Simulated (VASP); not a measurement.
# BAs (F-43m) in VASP: a series of runs

The runs below take BAs through single point, with LDA, PBE.

Program: VASP 6.6.1. These are calculated values, not measurements. Logs are shortened: lines on timing, memory, paths and dates and some standing lists are left out, and cuts for length are marked.

## (1) The cell of the first run

It takes space group F-43m (No. 216, cubic). The conventional cell has a = 4.784 Å, b = 4.784 Å, c = 4.784 Å, α = 90.00°, β = 90.00°, γ = 90.00°. Within 2.7 Å of B (site symmetry -43m) lie 4 As at 2.07 Å. As (site symmetry -43m) has 4 B at 2.07 Å within 2.7 Å.

## (2) Single point, LDA

File INCAR:

```
SYSTEM = BAs
  ALGO = Normal
  EDIFF = 1E-6
  ENCUT = 500
  GGA = CA
  GGA_COMPAT = .False.
  ISIF = 2
  ISMEAR = 0
  LASPH = .True.
  LCHARG = .False.
  LREAL = .False.
  LWAVE = .False.
  NBANDS = 11
  NELM = 120
  PREC = Accurate
  SIGMA = 0.01
```

File KPOINTS:

```
k-points
0
Gamma
  4 4 4
  0 0 0
```

File POSCAR:

```
BAs
1.0
    0.0000000000      2.3918676044      2.3918676044
    2.3918676044      0.0000000000      2.3918676044
    2.3918676044      2.3918676044      0.0000000000
B As
1 1
Direct
    0.0000000000      0.0000000000      0.0000000000
    0.2500000000      0.2500000000      0.2500000000
```

Potentials or basis: VASP PAW LDA potentials, release 64 (B, As).

Launch:

```sh
cat potpaw_LDA.64/B/POTCAR potpaw_LDA.64/As/POTCAR > POTCAR
mpirun -np 1 vasp_std > vasp.out
```

OUTCAR:

```text
SYSTEM = BAs
   EDIFF = 1E-6
   ENCUT = 500
   GGA = CA
   ISIF = 2
   ISMEAR = 0
   LASPH = .True.
   LREAL = .False.
   NELM = 120
   PREC = Accurate

 ion  position               nearest neighbor table
   1  0.000  0.000  0.000-   2 2.07   2 2.07   2 2.07   2 2.07
   2  0.250  0.250  0.250-   1 2.07   1 2.07   1 2.07   1 2.07

  LATTYP: Found a face centered cubic cell.
 ALAT       =     4.7837352088

  Lattice vectors:

 A1 = (   0.0000000000,   2.3918676044,   2.3918676044)
 A2 = (   2.3918676044,   0.0000000000,   2.3918676044)
 A3 = (   2.3918676044,   2.3918676044,   0.0000000000)

Analysis of symmetry for initial positions (statically):
=====================================================================
 Subroutine PRICEL returns:
 Original cell was already a primitive cell.

 Routine SETGRP: Setting up the symmetry group for a
 face centered cubic supercell.

 Subroutine GETGRP returns: Found 24 space group operations
 (whereof 24 operations were pure point group operations)
 out of a pool of 48 trial point group operations.

The static configuration has the point symmetry T_d .

Analysis of symmetry for dynamics (positions and initial velocities):
=====================================================================
 Subroutine PRICEL returns:
 Original cell was already a primitive cell.

 Routine SETGRP: Setting up the symmetry group for a
 face centered cubic supercell.

 Subroutine GETGRP returns: Found 24 space group operations
 (whereof 24 operations were pure point group operations)
 out of a pool of 48 trial point group operations.

The dynamic configuration has the point symmetry T_d .

 Subroutine INISYM returns: Found 24 space group operations
 (whereof 24 operations are pure point group operations),
 and found     1 'primitive' translations

----------------------------------------------------------------------------------------

                                     Primitive cell

  volume of cell :      27.3679

  direct lattice vectors                    reciprocal lattice vectors
     0.000000000  2.391867604  2.391867604    -0.209041671  0.209041671  0.209041671
     2.391867604  0.000000000  2.391867604     0.209041671 -0.209041671  0.209041671
     2.391867604  2.391867604  0.000000000     0.209041671  0.209041671 -0.209041671

  length of vectors
     3.382611606  3.382611606  3.382611606     0.362070794  0.362070794  0.362070794

  position of ions in fractional coordinates (direct lattice)
     0.000000000  0.000000000  0.000000000
     0.250000000  0.250000000  0.250000000

  ion indices of the primitive-cell ions
   primitive index   ion index
                 1           1
                 2           2

----------------------------------------------------------------------------------------

 KPOINTS: k-points

Automatic generation of k-mesh.
 Grid dimensions read from file:
 generate k-points for:    4    4    4

 Generating k-lattice:

  Cartesian coordinates                     Fractional coordinates (reciprocal lattice)
    -0.052260418  0.052260418  0.052260418     0.250000000  0.000000000  0.000000000
     0.052260418 -0.052260418  0.052260418     0.000000000  0.250000000  0.000000000
     0.052260418  0.052260418 -0.052260418     0.000000000  0.000000000  0.250000000

  Length of vectors
     0.090517699  0.090517699  0.090517699

  Shift w.r.t. Gamma in fractional coordinates (k-lattice)
     0.000000000  0.000000000  0.000000000

 Subroutine IBZKPT returns following result:
 ===========================================

 Found      8 irreducible k-points:

 Following reciprocal coordinates:
            Coordinates               Weight
  0.000000  0.000000  0.000000      1.000000
  0.250000  0.000000  0.000000      8.000000
  0.500000  0.000000  0.000000      4.000000
  0.250000  0.250000  0.000000      6.000000
  0.500000  0.250000  0.000000     24.000000
 -0.250000  0.250000  0.000000     12.000000
  0.500000  0.500000  0.000000      3.000000
 -0.250000  0.500000  0.250000      6.000000
   k-points           NKPTS =      8   k-points in BZ     NKDIM =      8   number of bands    NBANDS=     11
   number of dos      NEDOS =    301   number of ions     NIONS =      2
   total plane-waves  NPLWV =  21952
   dimension x,y,z NGX =    28 NGY =   28 NGZ =   28
   dimension x,y,z NGXF=    56 NGYF=   56 NGZF=   56
   ions per type =               1   1
   NGX,Y,Z   is equivalent  to a cutoff of  13.76, 13.76, 13.76 a.u.
   NGXF,Y,Z  is equivalent  to a cutoff of  27.52, 27.52, 27.52 a.u.
 SYSTEM =  BAs
   PREC   = accura    normal or accurate (medium, high low for compatibility)
   ISTART =      0    job   : 0-new  1-cont  2-samecut
   ICHARG =      2    charge: 1-file 2-atom 10-const
   ISPIN  =      1    spin polarized calculation?
   LNONCOLLINEAR =      F non collinear calculations
   LSORBIT =      F    spin-orbit coupling
   LASPH  =      T    aspherical Exc in radial PAW
   ENCUT  =  500.0 eV  36.75 Ry    6.06 a.u.   6.17  6.17  6.17*2*pi/ulx,y,z
   NELM   =    120;   NELMIN=  2; NELMDL= -5     # of ELM steps
   EDIFF  = 0.1E-05   stopping-criterion for ELM
   LREAL  =      F    real-space projection
   EDIFFG = 0.1E-04   stopping-criterion for IOM
   NSW    =      0    number of steps for IOM
   IBRION =     -1    ionic relax: 0-MD 1-quasi-New 2-CG
   NFREE  =      0    steps in history (QN), initial steepest desc. (CG)
   ISIF   =      2    stress and relaxation
   ISYM   =      2    0-nonsym 1-usesym 2-fastsym
   POTIM  = 0.5000    time-step for ionic-motion
   TEBEG  =    0.0;   TEEND  =   0.0 temperature during run
   PSTRESS=    0.0 pullay stress
   NELECT =       8.0000    total number of electrons
   NUPDOWN=      -1.0000    fix difference up-down
   EMIN   =  10.00;   EMAX   =-10.00  energy-range for DOS
   EFERMI =   0.00;   METHOD = LEGACY
   ISMEAR =     0;   SIGMA  =   0.01  broadening in eV -4-tet -1-fermi 0-gaus
   EFERMI_NEDOS =   21; number of points for ismear=-14 and -15
   IALGO  =     38    algorithm
   IMIX   =      4    mixing-type and parameters
     AMIX     =   0.40;   BMIX     =  1.00
     AMIX_MAG =   1.60;   BMIX_MAG =  1.00
  volume/ion in A,a.u.               =      13.68        92.34
  Fermi-wavevector in a.u.,A,eV,Ry     =   1.086487  2.053162 16.061039  1.180453
  Thomas-Fermi vector in A             =   2.222624
   LORBIT       =      0    0 simple, 1 ext, 2 COOP (PROOUT), +10 PAW based schemes
   GGA     = CA    functional components
   LHFCALC =     F    Hartree Fock is set to
   AEXX    =    0.0000 exact exchange contribution
   IVDW    =     0    specifies the selected vdW correction
   LEPSILON=     F    determine dielectric tensor
   LRPA    =     F    only Hartree local field effects (RPA)
 non-spin polarized calculation
 Gauss-broadening in eV      SIGMA  =   0.01
  energy-cutoff  :      500.00
  volume of cell :       27.37
 maximum number of plane-waves:       725
 NGX is ok and might be reduce to    28
   NGX = 13   NGY = 13   NGZ = 13

 number of electron       8.0000000 magnetization

 Free energy of the ion-electron system (eV)
  ---------------------------------------------------
  ext. energy  EPLUGINS =         0.00000000
  ---------------------------------------------------
  free energy    TOTEN  =       -12.73910127 eV

  energy without entropy =      -12.73910127  energy(sigma->0) =      -12.73910127

 E-fermi :   6.2707     XC(G=0): -10.7543

 val. band max:        6.1492756531   @ k =   0.0000   0.0000   0.0000
 cond. band min:       7.4661714518   @ k =   0.5000   0.5000   0.0000
 fundamental gap:      1.3168957986
 Fermi energy:         6.2707187346

 k-point     1 :       0.0000    0.0000    0.0000
  band No.  band energies     occupation
      1      -9.2037      2.00000
      2       6.1493      2.00000
      3       6.1493      2.00000
      4       6.1493      2.00000
      5       9.3755      0.00000
      6       9.3755      0.00000
      7       9.3755      0.00000
      8      10.7871      0.00000
      9      15.4534      0.00000
     10      19.1386      0.00000
     11      19.1386      0.00000

 k-point     2 :       0.2500    0.0000    0.0000
  band No.  band energies     occupation
      1      -8.2089      2.00000
      2       1.2308      2.00000
      3       5.0034      2.00000
      4       5.0034      2.00000
      5       9.1647      0.00000
      6      10.7426      0.00000
      7      10.7426      0.00000
      8      13.9199      0.00000
      9      17.1952      0.00000
     10      17.3332      0.00000
     11      17.3332      0.00000

 k-point     3 :       0.5000    0.0000    0.0000
  band No.  band energies     occupation
      1      -6.3586      2.00000
      2      -2.5917      2.00000
      3       4.3348      2.00000
      4       4.3348      2.00000
      5       8.8049      0.00000
      6      10.8720      0.00000
      7      10.8720      0.00000
      8      14.8062      0.00000
      9      18.5778      0.00000
     10      20.5851      0.00000
     11      20.5851      0.00000

 k-point     4 :       0.2500    0.2500    0.0000
  band No.  band energies     occupation
      1      -7.8673      2.00000
      2       2.0903      2.00000
      3       3.4507      2.00000
      4       3.4507      2.00000
      5       7.7362      0.00000
      6      10.5818      0.00000
      7      13.4504      0.00000
      8      13.4504      0.00000
      9      16.3172      0.00000
     10      19.6865      0.00000
     11      20.6246      0.00000

 k-point     5 :       0.5000    0.2500    0.0000
  band No.  band energies     occupation
      1      -5.9610      2.00000
      2      -1.5024      2.00000
      3       1.4232      2.00000
      4       2.9806      2.00000
      5       8.4632      0.00000
      6      11.8942      0.00000
      7      13.7228      0.00000
      8      13.9686      0.00000
      9      17.9305      0.00000
     10      21.0504      0.00000
     11      21.6495      0.00000

 k-point     6 :      -0.2500    0.2500    0.0000
  band No.  band energies     occupation
      1      -6.7052      2.00000
      2      -0.4420      2.00000
      3       1.0620      2.00000
      4       4.1873      2.00000
      5       9.5961      0.00000
      6      12.1913      0.00000
      7      12.9755      0.00000
      8      13.4498      0.00000
      9      16.4632      0.00000
     10      18.0783      0.00000
     11      21.5359      0.00000

 k-point     7 :       0.5000    0.5000    0.0000
  band No.  band energies     occupation
      1      -5.0856      2.00000
      2      -2.2639      2.00000
      3       2.0798      2.00000
      4       2.0798      2.00000
      5       7.4662      0.00000
      6       7.5410      0.00000
      7      17.3392      0.00000
      8      17.3392      0.00000
      9      18.7508      0.00000
     10      23.1848      0.00000
     11      23.8672      0.00000

 k-point     8 :      -0.2500    0.5000    0.2500
  band No.  band energies     occupation
      1      -4.9247      2.00000
      2      -1.7749      2.00000
      3       0.6474      2.00000
      4       0.9445      2.00000
      5      11.3031      0.00000
      6      11.9830      0.00000
      7      12.8041      0.00000
      8      13.1430      0.00000
      9      18.2363      0.00000
     10      21.4886      0.00000
     11      21.6817      0.00000

------------------------ aborting loop because EDIFF is reached ----------------------------------------

  FORCE on cell =-STRESS in cart. coord.  units (eV):
  Direction    XX          YY          ZZ          XY          YZ          ZX
  --------------------------------------------------------------------------------------
  -------------------------------------------------------------------------------------
  Total       -0.5293338     -0.5293338     -0.5293338     -0.0000000      0.0000000     -0.0000000
  in kB      -30.9883763    -30.9883763    -30.9883763     -0.0000000      0.0000000     -0.0000000
  external PRESSURE =     -30.9883763 kB  Pullay stress =       0.0000000 kB

 VOLUME and BASIS-vectors are now :
 -----------------------------------------------------------------------------
  energy-cutoff  :      500.00
  volume of cell :       27.37
      direct lattice vectors                 reciprocal lattice vectors
     0.000000000  2.391867604  2.391867604    -0.209041671  0.209041671  0.209041671
     2.391867604  0.000000000  2.391867604     0.209041671 -0.209041671  0.209041671
     2.391867604  2.391867604  0.000000000     0.209041671  0.209041671 -0.209041671

 POSITION                                       TOTAL-FORCE (eV/Angst)
 -----------------------------------------------------------------------------------
      0.00000      0.00000      0.00000         0.000000      0.000000      0.000000
      1.19593      1.19593      1.19593        -0.000000     -0.000000     -0.000000
 -----------------------------------------------------------------------------------
    total drift:                               -0.000000     -0.000000     -0.000000

  FREE ENERGIE OF THE ION-ELECTRON SYSTEM (eV)
  ---------------------------------------------------
  free  energy   TOTEN  =       -12.7391012693 eV

  energy  without entropy=      -12.7391012693  energy(sigma->0) =      -12.73910127
```

Wall time 3.2 s (1 thread of Intel Xeon Platinum 8259CL at 2.50GHz (Skylake/Cascade Lake), shared host); peak memory 0.13 GiB.

What came out:

| Property | Result |
| --- | --- |
| Free energy | -12.7391 eV |
| Pressure | -3.1 GPa |
| Band gap on the k mesh | 1.32 eV (least direct gap 3.23 eV) |

Levels at points of the mesh, in eV from the valence-band top:
```
           k point  band 1  band 2  band 3  band 4  band 5  band 6  band 7  band 8  band 9
(0.00, 0.00, 0.00)  -15.35    0.00    0.00    0.00    3.23    3.23    3.23    4.64    9.30
(0.50, 0.00, 0.00)  -12.51   -8.74   -1.81   -1.81    2.66    4.72    4.72    8.66   12.43
(0.50, 0.50, 0.00)  -11.23   -8.41   -4.07   -4.07    1.32    1.39   11.19   11.19   12.60
```

Caveat: the k points lie up to 0.57 Å⁻¹ apart. A k mesh can miss the band edges.

## (3) Single point, PBE

File INCAR:

```
ALGO = Normal
EDIFF = 1E-6
ENCUT = 500
GGA = PE
GGA_COMPAT = False
ISIF = 2
ISMEAR = 0
LASPH = True
LCHARG = False
LREAL = False
LWAVE = False
NBANDS = 11
NELM = 120
PREC = Accurate
SIGMA = 0.001
```

File KPOINTS:

```
k-points
0
Gamma
  6 6 6
```

POSCAR is that of step 2.

Potentials or basis: VASP PAW PBE potentials, release 64 (B, As).

Launch:

```sh
cat potpaw_PBE.64/B/POTCAR potpaw_PBE.64/As/POTCAR > POTCAR
mpirun -np 1 vasp_std > vasp.out
```

Wall time 6.2 s (1 thread of Intel Xeon Platinum 8259CL at 2.50GHz (Skylake/Cascade Lake), shared host); peak memory 0.15 GiB.

It converged, with:

| Quantity | Value |
| --- | --- |
| Free energy | -11.3897 eV |
| Pressure | 2.9 GPa |
| Band gap on the k mesh | 1.28 eV (least direct gap 3.27 eV) |

Levels at points of the mesh, in eV from the valence-band top:
| k point | band 1 | band 2 | band 3 | band 4 | band 5 | band 6 | band 7 | band 8 |
| --- | --- | --- | --- | --- | --- | --- | --- | --- |
| (0.00, 0.00, 0.00) | -15.36 | 0.00 | 0.00 | 0.00 | 3.27 | 3.27 | 3.27 | 4.63 |
| (0.50, 0.00, 0.00) | -12.51 | -8.76 | -1.81 | -1.81 | 2.67 | 4.77 | 4.77 | 8.86 |
| (0.50, 0.50, 0.00) | -11.20 | -8.51 | -4.06 | -4.06 | 1.43 | 1.44 | 11.33 | 11.33 |

A k mesh can miss the band edges.

## (4) Single point, PBE

File INCAR:

```
PREC = Accurate ; ENCUT = 500
EDIFF = 1E-6 ; ISMEAR = 0
SIGMA = 0.01 ; LREAL = False
LASPH = True ; NELM = 120
ALGO = Normal ; ISIF = 2
LWAVE = False ; LCHARG = False
GGA = PE ; NBANDS = 11
ISYM = 0 ; GGA_COMPAT = False
```

File KPOINTS:

```
Automatic mesh
0
Gamma
  6 6 6
  0 0 0.5
```

POSCAR is that of step 3.

Launch:

```sh
cat potpaw_PBE.64/B/POTCAR potpaw_PBE.64/As/POTCAR > POTCAR
mpirun -np 1 vasp_std > vasp.out
```

It took 98 s on 1 thread of Intel Xeon Platinum 8259CL at 2.50GHz (Skylake/Cascade Lake), shared host; peak memory 0.26 GiB.

Results (log left out):

```yaml
Free_energy: -11.4088 eV
Pressure: 2.8 GPa
Band_gap_on_the_k_mesh: 1.71 eV (least direct gap 3.63 eV)
```

Levels at points of the mesh, in eV from the valence-band top:
| k point | band 1 | band 2 | band 3 | band 4 | band 5 | band 6 | band 7 | band 8 |
| --- | --- | --- | --- | --- | --- | --- | --- | --- |
| (0.00, 0.00, 0.08) | -15.03 | -0.82 | 0.00 | 0.00 | 3.63 | 3.78 | 3.78 | 5.48 |

Caveat: a shifted mesh leaves out Γ, where band edges can lie. A k mesh can miss the band edges.

## (5) Overview

| level | potentials or basis | k mesh | smearing | gap on the mesh (eV) | pressure (GPa) |
| --- | --- | --- | --- | --- | --- |
| LDA | VASP PAW LDA potentials, release 64 (B, As) | 4 × 4 × 4 | gaussian 0.01 eV | 1.32 | -3.1 |
| PBE | VASP PAW PBE potentials, release 64 (B, As) | 6 × 6 × 6 | gaussian 0.001 eV | 1.28 | 2.9 |
| PBE | VASP PAW PBE potentials, release 64 (B, As) | 6 × 6 × 6, shifted | gaussian 0.01 eV | 1.71 | 2.8 |

Alike in all rows: task single point; no spin polarisation; cell as given; cutoff (eV) 500.

Caveats: some runs use coarse meshes; a shifted mesh leaves out Γ, where band edges can lie (at least some runs).

Total energies depend on the potentials used, so only differences within one code and one set of settings carry meaning.
